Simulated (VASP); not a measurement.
Cl: single point with PBEsol

The system is Cl.

```
Cl
1.0
     2.50516   -1.63908    0.00000
     2.50516    1.63908    0.00000
     0.00000    0.00000    7.23002
Cl
4
Cartesian
  2.5052 0.5446 2.7570
  2.5052 1.0945 6.3720
  2.5052 -0.5446 4.4731
  2.5052 -1.0945 0.8581
```

```json
{
  "Program": "VASP 6.6.1",
  "Task": "single point",
  "Functional": "PBEsol",
  "Potentials or basis": "VASP PAW PBE potentials, release 64 (Cl)",
  "Cutoff": "520 eV",
  "k mesh": "7 × 7 × 4",
  "Occupations": "fermi-dirac, width 0.05 eV",
  "Spin": "no spin polarisation"
}
```

| Item | Value |
| --- | --- |
| Pressure | 29.5 GPa |
| Largest force | 0.134 eV/Å |
| Band gap on the k mesh | 1.49 eV (least direct gap 2.09 eV) |

Forces on the atoms (eV/Å):
```
Cl   0.000 -0.067  0.116
Cl   0.000  0.067  0.116
Cl   0.000  0.067 -0.116
Cl   0.000 -0.067 -0.116
```

Stress tensor (GPa, compression positive):
```
29.77  0.00  0.00
 0.00 29.60  0.00
 0.00  0.00 29.18
```

Levels at points of the mesh, in eV from the valence-band top:
| k point | band 10 | band 11 | band 12 | band 13 | band 14 | band 15 | band 16 | band 17 | band 18 | band 19 |
| --- | --- | --- | --- | --- | --- | --- | --- | --- | --- | --- |
| (0.00, 0.00, 0.00) | -1.47 | -1.39 | -1.20 | -0.02 | 0.00 | 2.17 | 3.37 | 6.05 | 7.63 | 9.02 |
| (0.00, 0.00, 0.50) | -1.32 | -1.30 | -1.30 | -0.01 | -0.01 | 2.46 | 2.46 | 7.61 | 7.61 | 9.15 |

Wall time 24 s on 1 thread of Intel(R) Xeon(R) 6975P-C (Granite Rapids), with other jobs on the host, peak memory 0.18 GiB.

Caveat: the cell stands under pressure; the PAW data sets were made with another functional, which shifts forces and pressure a little. A k mesh can miss the band edges.
